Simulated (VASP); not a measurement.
# PbO (P6_3/mmc) in VASP: settings compared, part 3 of 3

VASP 6.6.1. Earlier steps stand in the parts before.

### 6 Relaxation of cell and atoms, PBEsol

This run uses another cell than the first one, of 21.39 Å³/atom, 1.083 times its volume.

INCAR

```
SYSTEM = PbO
PREC = Accurate ; ENCUT = 600
EDIFF = 1E-6 ; ISMEAR = -1
SIGMA = 0.02 ; LREAL = .FALSE.
LASPH = .TRUE. ; NELM = 80
ALGO = Normal ; ISIF = 3
LWAVE = .FALSE. ; LCHARG = .FALSE.
GGA = PS ; IBRION = 2
NSW = 80 ; EDIFFG = -0.005
```

KPOINTS

```
regular mesh
0
G
  6 6 4
  0 0 0
```

POSCAR

```
PbO
1.0
    4.3044152338      0.0000000000      0.0000000000
   -2.1522076169      3.7277329409      0.0000000000
    0.0000000000      0.0000000000      5.3330530216
Pb O
2 2
Direct
    0.3333333333      0.6666666667      0.2500000000
    0.6666666667      0.3333333333      0.7500000000
    0.6666666667      0.3333333333      0.2500000000
    0.3333333333      0.6666666667      0.7500000000
```

Potentials or basis: VASP PAW PBE potentials, release 64 (Pb_d, O).

Launch:

```
$ cat potpaw_PBE.64/Pb_d/POTCAR potpaw_PBE.64/O/POTCAR > POTCAR
$ mpirun -np 1 vasp_std > vasp.out
```

OUTCAR:

```text
SYSTEM = PbO
   PREC = Accurate
   ENCUT = 600
   EDIFF = 1E-6
   ISMEAR = -1
   LREAL = .FALSE.
   LASPH = .TRUE.
   NELM = 80
   ISIF = 3
   GGA = PS
   IBRION = 2
   NSW = 80
   EDIFFG = -0.005

 ion  position               nearest neighbor table
   1  0.333  0.667  0.250-   3 2.49   3 2.49   3 2.49   4 2.67   4 2.67   2 3.65   2 3.65   2 3.65
                             2 3.65   2 3.65   2 3.65
   2  0.667  0.333  0.750-   4 2.49   4 2.49   4 2.49   3 2.67   3 2.67   1 3.65   1 3.65   1 3.65
                             1 3.65   1 3.65   1 3.65
   3  0.667  0.333  0.250-   1 2.49   1 2.49   1 2.49   2 2.67   2 2.67
   4  0.333  0.667  0.750-   2 2.49   2 2.49   2 2.49   1 2.67   1 2.67

  LATTYP: Found a hexagonal cell.
 ALAT       =     4.3044152338
 C/A-ratio  =     1.2389727133

  Lattice vectors:

 A1 = (   4.3044152338,   0.0000000000,   0.0000000000)
 A2 = (  -2.1522076169,   3.7277329409,   0.0000000000)
 A3 = (   0.0000000000,   0.0000000000,   5.3330530216)

Analysis of symmetry for initial positions (statically):
=====================================================================
 Subroutine PRICEL returns:
 Original cell was already a primitive cell.

 Routine SETGRP: Setting up the symmetry group for a
 hexagonal supercell.

 Subroutine GETGRP returns: Found 24 space group operations
 (whereof 12 operations were pure point group operations)
 out of a pool of 24 trial point group operations.

The static configuration has the point symmetry D_3d.
 The point group associated with its full space group is D_6h.

Analysis of symmetry for dynamics (positions and initial velocities):
=====================================================================
 Subroutine PRICEL returns:
 Original cell was already a primitive cell.

 Routine SETGRP: Setting up the symmetry group for a
 hexagonal supercell.

 Subroutine GETGRP returns: Found 24 space group operations
 (whereof 12 operations were pure point group operations)
 out of a pool of 24 trial point group operations.

The dynamic configuration has the point symmetry D_3d.
[... 124 lines left out ...]
   LORBIT       =      0    0 simple, 1 ext, 2 COOP (PROOUT), +10 PAW based schemes
   GGA     = PS    functional components
   LHFCALC =     F    Hartree Fock is set to
   AEXX    =    0.0000 exact exchange contribution
   IVDW    =     0    specifies the selected vdW correction
   LEPSILON=     F    determine dielectric tensor
   LRPA    =     F    only Hartree local field effects (RPA)
 conjugate gradient relaxation of ions
 non-spin polarized calculation
  energy-cutoff  :      600.00
  volume of cell :       85.57
 maximum number of plane-waves:      2874
 NGX is ok and might be reduce to    36
   NGX = 17   NGY = 17   NGZ = 21

--------------------------------------- Ionic step        1  -------------------------------------------

 number of electron      40.0000002 magnetization

 Free energy of the ion-electron system (eV)
  ---------------------------------------------------
  ext. energy  EPLUGINS =         0.00000000
  ---------------------------------------------------
  free energy    TOTEN  =       -22.03510938 eV

  energy without entropy =      -22.03510938  energy(sigma->0) =      -22.03510938

------------------------ aborting loop because EDIFF is reached ----------------------------------------

  FORCE on cell =-STRESS in cart. coord.  units (eV):
  Direction    XX          YY          ZZ          XY          YZ          ZX
  --------------------------------------------------------------------------------------
  -------------------------------------------------------------------------------------
  Total       -1.8153223     -1.8153223     -1.8651428      0.0000000     -0.0000000      0.0000000
  in kB      -33.9883020    -33.9883020    -34.9210927      0.0000000     -0.0000000      0.0000000
  external PRESSURE =     -34.2992322 kB  Pullay stress =       0.0000000 kB
[... 25 lines left out ...]
--------------------------------------- Ionic step        2  -------------------------------------------

 number of electron      40.0000007 magnetization

 E-fermi :   6.0370     XC(G=0): -10.0487

 val. band max:        5.5951373109   @ k =   0.3333   0.3333   0.5000
 cond. band min:       6.7611621487   @ k =   0.3333   0.3333   0.5000
 fundamental gap:      1.1660248378
 Fermi energy:         6.0369891173

 k-point     1 :       0.0000    0.0000    0.0000
  band No.  band energies     occupation
      1     -12.6512      2.00000
      2     -12.5278      2.00000
      3     -10.9456      2.00000
      4     -10.9456      2.00000
      5     -10.8929      2.00000
      6     -10.8929      2.00000
[... 783 lines left out ...]
--------------------------------------- Ionic step        8  -------------------------------------------

 number of electron      40.0000007 magnetization

 Free energy of the ion-electron system (eV)
  ---------------------------------------------------
  ext. energy  EPLUGINS =         0.00000000
  ---------------------------------------------------
  free energy    TOTEN  =       -22.08007556 eV

  energy without entropy =      -22.08007556  energy(sigma->0) =      -22.08007556

 E-fermi :   5.7842     XC(G=0):  -9.9541

 val. band max:        5.3575368776   @ k =   0.3333   0.3333   0.5000
 cond. band min:       6.5456060429   @ k =   0.3333   0.3333   0.5000
 fundamental gap:      1.1880691653
 Fermi energy:         5.7842015712

 k-point     1 :       0.0000    0.0000    0.0000
  band No.  band energies     occupation
      1     -12.7455      2.00000
      2     -12.5958      2.00000
      3     -11.1424      2.00000
      4     -11.1424      2.00000
      5     -11.0885      2.00000
      6     -11.0885      2.00000
[... 587 lines left out ...]
  FREE ENERGIE OF THE ION-ELECTRON SYSTEM (eV)
  ---------------------------------------------------
  free  energy   TOTEN  =       -22.0800755626 eV

  energy  without entropy=      -22.0800755626  energy(sigma->0) =      -22.08007556

 reached required accuracy - stopping structural energy minimisation
```

OSZICAR:

```text
N       E                     dE             d eps       ncg     rms          rms(c)
DAV:   1     0.486597651682E+03    0.48660E+03   -0.22099E+04  1008   0.216E+03
[... 64 lines left out ...]
       N       E                     dE             d eps       ncg     rms          rms(c)
DAV:   1    -0.220809356261E+02   -0.87258E-03   -0.26351E-02  1192   0.261E+00    0.183E-01
DAV:   2    -0.220802072334E+02    0.72839E-03   -0.34820E-03  1152   0.620E-01    0.598E-02
DAV:   3    -0.220800899832E+02    0.11725E-03   -0.50058E-04  1336   0.373E-01    0.274E-02
DAV:   4    -0.220800733496E+02    0.16634E-04   -0.12885E-04  1320   0.160E-01    0.638E-03
DAV:   5    -0.220800753581E+02   -0.20085E-05   -0.12702E-05  1496   0.438E-02    0.343E-03
DAV:   6    -0.220800755626E+02   -0.20453E-06   -0.21398E-06   648   0.247E-02
   8 F= -.22080076E+02 E0= -.22080076E+02  d E =-.121919E-04
```

Run time: 3.2 min. Hardware: 1 thread of Intel Xeon Platinum 8488C (Sapphire Rapids), shared host; peak memory 0.27 GiB.

What came out:

- Free energy: -22.0801 eV
- Relaxed volume: 20.38 Å³/atom
- Relaxed cell: a = 4.239 Å, b = 4.239 Å, c = 5.239 Å, α = 90.00°, β = 90.00°, γ = 120.00°
- Space group after relaxing (to 0.05 Å): P6_3/mmc (No. 194)
- Energy gained by relaxing: 11.2 meV/atom
- Ionic steps: 8
- Pressure after relaxing: 0.0 GPa
- Band gap on the k mesh: 1.19 eV, direct

The path:
```csv
step,energy change (eV),largest force (eV/Å),pressure (GPa),volume (Å³)
1,0.0000,0.0000,-3.43,85.57
2,-0.0375,0.0000,1.58,80.03
3,-0.0449,0.0000,0.01,81.56
4,-0.0449,0.0000,-0.04,81.64
5,-0.0449,0.0000,-0.07,81.63
6,-0.0449,0.0000,-0.07,81.63
7,-0.0450,0.0000,-0.07,81.63
8,-0.0450,0.0000,0.03,81.52
```

Final structure:
```yaml
crystal:
  lattice:
    - [4.23863, 0.00000, 0.00000]
    - [-2.11931, 3.67076, 0.00000]
    - [0.00000, 0.00000, 5.23934]
  atoms:
    - { symbol: Pb, position: [0.33333, 0.66667, 0.25000] }
    - { symbol: Pb, position: [0.66667, 0.33333, 0.75000] }
    - { symbol: O, position: [0.66667, 0.33333, 0.25000] }
    - { symbol: O, position: [0.33333, 0.66667, 0.75000] }
```

Caveat: the PAW data sets were made with another functional, which shifts forces and pressure a little; spin-orbit coupling is left out, which moves the levels of the heavy elements. Expect the measured gap to be larger: semilocal functionals such as PBEsol lack the derivative discontinuity.

### 7 Overview

```tsv
task	level	potentials or basis	cell	cutoff (eV)	smearing	gap on the mesh (eV)	pressure (GPa)
single point	LDA	VASP PAW LDA potentials, release 64 (Pb_d, O)	a = 4.196, b = 4.196, c = 5.180 Å, angles 90.0, 90.0, 120.0°, 4 atoms	520	fermi-dirac 0.02 eV	1.14	0.2
single point	PBEsol	VASP PAW PBE potentials, release 64 (Pb_d, O)	a = 4.240, b = 4.240, c = 5.243 Å, angles 90.0, 90.0, 120.0°, 4 atoms	520	fermi-dirac 0.02 eV	1.19	0.0
single point	PBE	VASP PAW PBE potentials, release 64 (Pb_d, O)	a = 4.260, b = 4.260, c = 5.277 Å, angles 90.0, 90.0, 120.0°, 4 atoms	520	gaussian 0.01 eV	1.28	2.4
single point	r2SCAN	VASP PAW PBE potentials, release 64 (Pb_d, O)	a = 4.260, b = 4.260, c = 5.277 Å, angles 90.0, 90.0, 120.0°, 4 atoms	520	fermi-dirac 0.02 eV	1.57	0.2
relaxation of cell and atoms	PBEsol	VASP PAW PBE potentials, release 64 (Pb_d, O)	relaxed from a = 4.304, b = 4.304, c = 5.333 Å, angles 90.0, 90.0, 120.0°, 4 atoms	600	fermi-dirac 0.02 eV	1.19	0.0
```

Alike in all rows: no spin polarisation; k mesh 6 × 6 × 4.

Caveats: spin-orbit coupling is left out, which moves the levels of the heavy elements; the PAW data sets were made with another functional, which shifts forces and pressure a little (some runs).

Total energies depend on the potentials used, so only differences within one code and one set of settings carry meaning.
